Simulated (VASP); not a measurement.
# ZnS (F-43m) in VASP: further runs

Runs on ZnS. Level: LDA. Tasks: single point.

All numbers are computed with VASP 6.6.1; they aren't measurements. Logs are shortened: lines on timing, memory, paths and dates and some standing lists are left out, and cuts for length are marked.

**Experimental background.**

From “Electronic, vibrational, and thermodynamic properties of ZnS (zincblende and rocksalt structure)”, 2009, arxiv:0911.5022, for a bulk crystal of ZnS at 19 K: band gap 3.85 eV (direct).

The runs below are set against these values where they give the same quantity.

### 1 The cell of the first run

The structure is cubic, space group F-43m (No. 216). The conventional cell has a = 5.297 Å, b = 5.297 Å, c = 5.297 Å, α = 90.00°, β = 90.00°, γ = 90.00°. Zn (site symmetry -43m) has 4 S at 2.29 Å within 3.0 Å. S (site symmetry -43m) has 4 Zn at 2.29 Å within 3.0 Å.

### 2 Single point, LDA

Input file INCAR:

```
SYSTEM = ZnS
  PREC = Accurate
  ENCUT = 500
  EDIFF = 1E-6
  ISMEAR = 0
  SIGMA = 0.02
  LREAL = .FALSE.
  LASPH = .TRUE.
  NELM = 120
  ALGO = Normal
  ISIF = 2
  LWAVE = .FALSE.
  LCHARG = .FALSE.
  NBANDS = 16
  GGA_COMPAT = .FALSE.
```

Input file KPOINTS:

```
regular mesh
0
G
  10 10 10
  0 0 0
```

Input file POSCAR:

```
ZnS
1.0
    0.0000000000      2.6484690878      2.6484690878
    2.6484690878      0.0000000000      2.6484690878
    2.6484690878      2.6484690878      0.0000000000
Zn S
1 1
Direct
    0.2500000000      0.2500000000      0.2500000000
    0.0000000000      0.0000000000      0.0000000000
```

Potentials or basis: VASP PAW LDA potentials, release 64 (Zn, S).

Started as:

```bash
$ cat potpaw_LDA.64/Zn/POTCAR potpaw_LDA.64/S/POTCAR > POTCAR
$ mpirun -np 1 vasp_std > vasp.out
```

OUTCAR:

```text
SYSTEM = ZnS
   PREC = Accurate
   ENCUT = 500
   EDIFF = 1E-6
   ISMEAR = 0
   LREAL = .FALSE.
   LASPH = .TRUE.
   NELM = 120
   ISIF = 2

 ion  position               nearest neighbor table
   1  0.250  0.250  0.250-   2 2.29   2 2.29   2 2.29   2 2.29
   2  0.000  0.000  0.000-   1 2.29   1 2.29   1 2.29   1 2.29

  LATTYP: Found a face centered cubic cell.
 ALAT       =     5.2969381756

  Lattice vectors:

 A1 = (   0.0000000000,   2.6484690878,   2.6484690878)
 A2 = (   2.6484690878,   0.0000000000,   2.6484690878)
 A3 = (   2.6484690878,   2.6484690878,   0.0000000000)

Analysis of symmetry for initial positions (statically):
=====================================================================
 Subroutine PRICEL returns:
 Original cell was already a primitive cell.

 Routine SETGRP: Setting up the symmetry group for a
 face centered cubic supercell.

 Subroutine GETGRP returns: Found 24 space group operations
 (whereof 24 operations were pure point group operations)
 out of a pool of 48 trial point group operations.

The static configuration has the point symmetry T_d .

Analysis of symmetry for dynamics (positions and initial velocities):
=====================================================================
 Subroutine PRICEL returns:
 Original cell was already a primitive cell.

 Routine SETGRP: Setting up the symmetry group for a
 face centered cubic supercell.

 Subroutine GETGRP returns: Found 24 space group operations
 (whereof 24 operations were pure point group operations)
 out of a pool of 48 trial point group operations.

The dynamic configuration has the point symmetry T_d .

 Subroutine INISYM returns: Found 24 space group operations
 (whereof 24 operations are pure point group operations),
 and found     1 'primitive' translations

----------------------------------------------------------------------------------------

                                     Primitive cell

  volume of cell :      37.1548

  direct lattice vectors                    reciprocal lattice vectors
     0.000000000  2.648469088  2.648469088    -0.188788309  0.188788309  0.188788309
     2.648469088  0.000000000  2.648469088     0.188788309 -0.188788309  0.188788309
     2.648469088  2.648469088  0.000000000     0.188788309  0.188788309 -0.188788309

  length of vectors
     3.745500903  3.745500903  3.745500903     0.326990943  0.326990943  0.326990943

  position of ions in fractional coordinates (direct lattice)
     0.250000000  0.250000000  0.250000000
     0.000000000  0.000000000  0.000000000

  ion indices of the primitive-cell ions
   primitive index   ion index
                 1           1
                 2           2

----------------------------------------------------------------------------------------

 KPOINTS: regular mesh

Automatic generation of k-mesh.
 Grid dimensions read from file:
 generate k-points for:   10   10   10

 Generating k-lattice:

  Cartesian coordinates                     Fractional coordinates (reciprocal lattice)
    -0.018878831  0.018878831  0.018878831     0.100000000  0.000000000  0.000000000
     0.018878831 -0.018878831  0.018878831     0.000000000  0.100000000  0.000000000
     0.018878831  0.018878831 -0.018878831     0.000000000  0.000000000  0.100000000

  Length of vectors
     0.032699094  0.032699094  0.032699094

  Shift w.r.t. Gamma in fractional coordinates (k-lattice)
     0.000000000  0.000000000  0.000000000

 Subroutine IBZKPT returns following result:
 ===========================================

 Found     47 irreducible k-points:

 Following reciprocal coordinates:
            Coordinates               Weight
  0.000000  0.000000  0.000000      1.000000
  0.100000  0.000000  0.000000      8.000000
  0.200000  0.000000  0.000000      8.000000
  0.300000  0.000000  0.000000      8.000000
  0.400000  0.000000  0.000000      8.000000
  0.500000  0.000000  0.000000      4.000000
[... 16 lines left out ...]
  0.300000  0.300000  0.000000      6.000000
  0.400000  0.300000  0.000000     24.000000
 [... further k-points ...]
   k-points           NKPTS =     47   k-points in BZ     NKDIM =     47   number of bands    NBANDS=     16
   number of dos      NEDOS =    301   number of ions     NIONS =      2
   total plane-waves  NPLWV =  21952
   dimension x,y,z NGX =    28 NGY =   28 NGZ =   28
   dimension x,y,z NGXF=    56 NGYF=   56 NGZF=   56
   ions per type =               1   1
   NGX,Y,Z   is equivalent  to a cutoff of  12.43, 12.43, 12.43 a.u.
   NGXF,Y,Z  is equivalent  to a cutoff of  24.86, 24.86, 24.86 a.u.
 SYSTEM =  ZnS
   PREC   = accura    normal or accurate (medium, high low for compatibility)
   ISTART =      0    job   : 0-new  1-cont  2-samecut
   ICHARG =      2    charge: 1-file 2-atom 10-const
   ISPIN  =      1    spin polarized calculation?
   LNONCOLLINEAR =      F non collinear calculations
   LSORBIT =      F    spin-orbit coupling
   LASPH  =      T    aspherical Exc in radial PAW
   ENCUT  =  500.0 eV  36.75 Ry    6.06 a.u.   6.83  6.83  6.83*2*pi/ulx,y,z
   NELM   =    120;   NELMIN=  2; NELMDL= -5     # of ELM steps
   EDIFF  = 0.1E-05   stopping-criterion for ELM
   LREAL  =      F    real-space projection
[... 7 lines left out ...]
   TEBEG  =    0.0;   TEEND  =   0.0 temperature during run
   PSTRESS=    0.0 pullay stress
   NELECT =      18.0000    total number of electrons
   NUPDOWN=      -1.0000    fix difference up-down
   EMIN   =  10.00;   EMAX   =-10.00  energy-range for DOS
   EFERMI =   0.00;   METHOD = LEGACY
   ISMEAR =     0;   SIGMA  =   0.02  broadening in eV -4-tet -1-fermi 0-gaus
   EFERMI_NEDOS =   21; number of points for ismear=-14 and -15
   IALGO  =     38    algorithm
   IMIX   =      4    mixing-type and parameters
     AMIX     =   0.40;   BMIX     =  1.00
     AMIX_MAG =   1.60;   BMIX_MAG =  1.00
  volume/ion in A,a.u.               =      18.58       125.37
  Fermi-wavevector in a.u.,A,eV,Ry     =   1.285763  2.429739 22.492951  1.653185
  Thomas-Fermi vector in A             =   2.417877
   LORBIT       =      0    0 simple, 1 ext, 2 COOP (PROOUT), +10 PAW based schemes
   GGA     = CA    functional components
   LHFCALC =     F    Hartree Fock is set to
   AEXX    =    0.0000 exact exchange contribution
   IVDW    =     0    specifies the selected vdW correction
   LEPSILON=     F    determine dielectric tensor
   LRPA    =     F    only Hartree local field effects (RPA)
 non-spin polarized calculation
 Gauss-broadening in eV      SIGMA  =   0.02
  energy-cutoff  :      500.00
  volume of cell :       37.15
 maximum number of plane-waves:       960
   NGX = 13   NGY = 13   NGZ = 13

 number of electron      18.0000014 magnetization

 Free energy of the ion-electron system (eV)
  ---------------------------------------------------
  ext. energy  EPLUGINS =         0.00000000
  ---------------------------------------------------
  free energy    TOTEN  =        -8.20776255 eV

  energy without entropy =       -8.20776255  energy(sigma->0) =       -8.20776255

 E-fermi :   2.6412     XC(G=0): -10.3161

 val. band max:        2.5125359811   @ k =   0.0000   0.0000   0.0000
 cond. band min:       4.6724007536   @ k =   0.0000   0.0000   0.0000
 fundamental gap:      2.1598647726
 Fermi energy:         2.6411897739

 k-point     1 :       0.0000    0.0000    0.0000
  band No.  band energies     occupation
      1     -11.0345      2.00000
      2      -4.2436      2.00000
      3      -4.2436      2.00000
      4      -4.2436      2.00000
      5      -3.6905      2.00000
      6      -3.6905      2.00000
[... 8 lines left out ...]
     15      14.3386      0.00000
     16      14.3718      0.00000

 k-point     2 :       0.1000    0.0000    0.0000
  band No.  band energies     occupation
      1     -10.9490      2.00000
      2      -4.2470      2.00000
      3      -4.2282      2.00000
      4      -4.2282      2.00000
      5      -3.6922      2.00000
      6      -3.6922      2.00000
[... 8 lines left out ...]
     15      13.8373      0.00000
     16      14.9725      0.00000

 k-point     3 :       0.2000    0.0000    0.0000
  band No.  band energies     occupation
      1     -10.7120      2.00000
      2      -4.2370      2.00000
      3      -4.1904      2.00000
      4      -4.1904      2.00000
      5      -3.6925      2.00000
      6      -3.6925      2.00000
[... 8 lines left out ...]
     15      13.3785      0.00000
     16      14.9235      0.00000

 k-point     4 :       0.3000    0.0000    0.0000
  band No.  band energies     occupation
      1     -10.3868      2.00000
      2      -4.1554      2.00000
      3      -4.1502      2.00000
      4      -4.1502      2.00000
      5      -3.6830      2.00000
      6      -3.6830      2.00000
[... 8 lines left out ...]
     15      13.7752      0.00000
     16      14.3402      0.00000

 k-point     5 :       0.4000    0.0000    0.0000
  band No.  band energies     occupation
      1     -10.0898      2.00000
      2      -4.1251      2.00000
      3      -4.1251      2.00000
      4      -3.9086      2.00000
      5      -3.6653      2.00000
      6      -3.6653      2.00000
[... 8 lines left out ...]
     15      14.9906      0.00000
     16      14.9906      0.00000

 k-point     6 :       0.5000    0.0000    0.0000
  band No.  band energies     occupation
      1      -9.9662      2.00000
      2      -4.1175      2.00000
      3      -4.1175      2.00000
      4      -3.6557      2.00000
      5      -3.6557      2.00000
      6      -3.4707      2.00000
[... 8 lines left out ...]
     15      16.0591      0.00000
     16      16.0591      0.00000
[... 267 lines left out ...]
 k-point    21 :      -0.3000    0.2000    0.0000
  band No.  band energies     occupation
      1      -9.9976      2.00000
      2      -4.1155      2.00000
      3      -4.0733      2.00000
      4      -3.9483      2.00000
      5      -3.7038      2.00000
      6      -3.6206      2.00000
[... 8 lines left out ...]
     15      15.8208      0.00000
     16      17.1211      0.00000

 k-point    22 :      -0.2000    0.2000    0.0000
  band No.  band energies     occupation
      1     -10.2768      2.00000
      2      -4.1540      2.00000
      3      -4.1217      2.00000
      4      -4.1174      2.00000
      5      -3.7170      2.00000
      6      -3.6471      2.00000
[... 8 lines left out ...]
     15      15.5087      0.00000
     16      17.2154      0.00000

 k-point    23 :       0.3000    0.3000    0.0000
  band No.  band energies     occupation
      1     -10.1691      2.00000
      2      -4.3284      2.00000
      3      -4.0212      2.00000
      4      -4.0212      2.00000
      5      -3.7309      2.00000
      6      -3.6331      2.00000
[... 8 lines left out ...]
     15      15.4413      0.00000
     16      19.4151      0.00000

 k-point    24 :       0.4000    0.3000    0.0000
  band No.  band energies     occupation
      1      -9.9345      2.00000
      2      -4.2960      2.00000
      3      -3.9709      2.00000
      4      -3.9635      2.00000
      5      -3.6690      2.00000
      6      -3.6243      2.00000
[... 8 lines left out ...]
     15      16.0158      0.00000
     16      18.6375      0.00000

 [... further k-points ...]

------------------------ aborting loop because EDIFF is reached ----------------------------------------

  FORCE on cell =-STRESS in cart. coord.  units (eV):
  Direction    XX          YY          ZZ          XY          YZ          ZX
  --------------------------------------------------------------------------------------
  -------------------------------------------------------------------------------------
  Total        0.0495795      0.0495795      0.0495795      0.0000000      0.0000000     -0.0000000
  in kB        2.1379527      2.1379527      2.1379527      0.0000000      0.0000000     -0.0000000
  external PRESSURE =       2.1379527 kB  Pullay stress =       0.0000000 kB

 VOLUME and BASIS-vectors are now :
 -----------------------------------------------------------------------------
  energy-cutoff  :      500.00
  volume of cell :       37.15
      direct lattice vectors                 reciprocal lattice vectors
     0.000000000  2.648469088  2.648469088    -0.188788309  0.188788309  0.188788309
     2.648469088  0.000000000  2.648469088     0.188788309 -0.188788309  0.188788309
     2.648469088  2.648469088  0.000000000     0.188788309  0.188788309 -0.188788309

 POSITION                                       TOTAL-FORCE (eV/Angst)
 -----------------------------------------------------------------------------------
      1.32423      1.32423      1.32423        -0.000000     -0.000000     -0.000000
      0.00000      0.00000      0.00000         0.000000      0.000000      0.000000
 -----------------------------------------------------------------------------------
    total drift:                               -0.000001     -0.000001     -0.000001

  FREE ENERGIE OF THE ION-ELECTRON SYSTEM (eV)
  ---------------------------------------------------
  free  energy   TOTEN  =        -8.2077625493 eV

  energy  without entropy=       -8.2077625493  energy(sigma->0) =       -8.20776255
```

It took 14 s on 1 thread of AMD EPYC 9R45 (Zen 5), shared host; peak memory 0.12 GiB.

What came out:

```
Free energy            : -8.2078 eV
Pressure               : 0.2 GPa
Band gap on the k mesh : 2.16 eV
```

### 3 Single point, LDA

Input file INCAR:

```
SYSTEM = ZnS
PREC = Accurate
ENCUT = 500
EDIFF = 1E-6
ISMEAR = 0
SIGMA = 0.02
LREAL = .False.
LASPH = .True.
NELM = 120
ALGO = Normal
ISIF = 2
LWAVE = .False.
LCHARG = .True.
GGA = CA
LELF = .True.
LVHAR = .True.
NBANDS = 16
GGA_COMPAT = .False.
```

Input file KPOINTS:

```
Automatic mesh
0
Gamma
  10 10 10
  0 0 0
```

POSCAR is that of step 2.

Potentials or basis: VASP PAW LDA potentials, release 64 (Zn, S).

Started as:

```bash
$ cat potpaw_LDA.64/Zn/POTCAR potpaw_LDA.64/S/POTCAR > POTCAR
$ mpirun -np 1 vasp_std > vasp.out
```

Wall time 14 s (1 thread of AMD EPYC 9R45 (Zen 5), shared host); peak memory 0.12 GiB.

The run converged. Its results:

| Quantity | Value |
| --- | --- |
| Free energy | -8.2078 eV |
| Pressure | 0.2 GPa |
| Band gap on the k mesh | 2.16 eV |

Levels at points of the mesh, in eV from the valence-band top:
```
           k point  band 7  band 8  band 9  band 10  band 11  band 12
(0.00, 0.00, 0.00)    0.00    0.00    0.00     2.16     6.21     6.21
(0.50, 0.00, 0.00)   -5.78   -0.97   -0.97     3.23     6.76     6.76
(0.50, 0.50, 0.00)   -4.91   -2.47   -2.47     3.06     3.89    11.16
```

### 4 Single point, LDA (18.21 Å³/atom)

This run uses another cell than the first one, of 18.21 Å³/atom.

Input file INCAR:

```
SYSTEM = ZnS
  PREC = Accurate
  ENCUT = 500
  EDIFF = 1E-6
  ISMEAR = 0
  SIGMA = 0.01
  LREAL = .FALSE.
  LASPH = .TRUE.
  NELM = 120
  ALGO = Normal
  ISIF = 2
  LWAVE = .FALSE.
  LCHARG = .FALSE.
  NBANDS = 16
  GGA_COMPAT = .FALSE.
```

Input file KPOINTS:

```
regular mesh
0
G
  10 10 10
  0 0 0
```

Input file POSCAR:

```
ZnS
1.0
    0.0000000000      2.6306935919      2.6306935919
    2.6306935919      0.0000000000      2.6306935919
    2.6306935919      2.6306935919      0.0000000000
Zn S
1 1
Direct
    0.2500000000      0.2500000000      0.2500000000
    0.0000000000      0.0000000000      0.0000000000
```

Started as:

```bash
$ cat potpaw_LDA.64/Zn/POTCAR potpaw_LDA.64/S/POTCAR > POTCAR
$ mpirun -np 1 vasp_std > vasp.out
```

Run time: 14 s. Hardware: 1 thread of AMD EPYC 9R45 (Zen 5), shared host; peak memory 0.12 GiB.

It converged, with:

- Free energy: -8.2022 eV
- Pressure: 2.1 GPa
- Band gap on the k mesh: 2.25 eV

Levels at points of the mesh, in eV from the valence-band top:
```
           k point  band 7  band 8  band 9  band 10  band 11  band 12
(0.00, 0.00, 0.00)    0.00    0.00    0.00     2.25     6.19     6.19
(0.50, 0.00, 0.00)   -5.90   -1.00   -1.00     3.27     6.74     6.74
(0.50, 0.50, 0.00)   -4.99   -2.55   -2.55     3.01     3.87    11.32
```

### 5 Comparison with measurements

Step 2. Against the measured gap of ZnS, 3.85 eV (direct; 19 K; quoted in “Electronic, vibrational, and thermodynamic properties of ZnS (zincblende and rocksalt structure)”, 2009, arxiv:0911.5022), the calculated 2.16 eV is off by -1.69 eV. The value is that of LDA, without temperature or zero-point motion. Semilocal functionals fall short of measured gaps as a rule.

Step 3. A measured gap of ZnS is 3.85 eV (direct; 19 K; quoted in “Electronic, vibrational, and thermodynamic properties of ZnS (zincblende and rocksalt structure)”, 2009, arxiv:0911.5022); the calculated 2.16 eV misses it by -1.69 eV. The value is that of LDA, without temperature or zero-point motion. Semilocal functionals fall short of measured gaps as a rule.
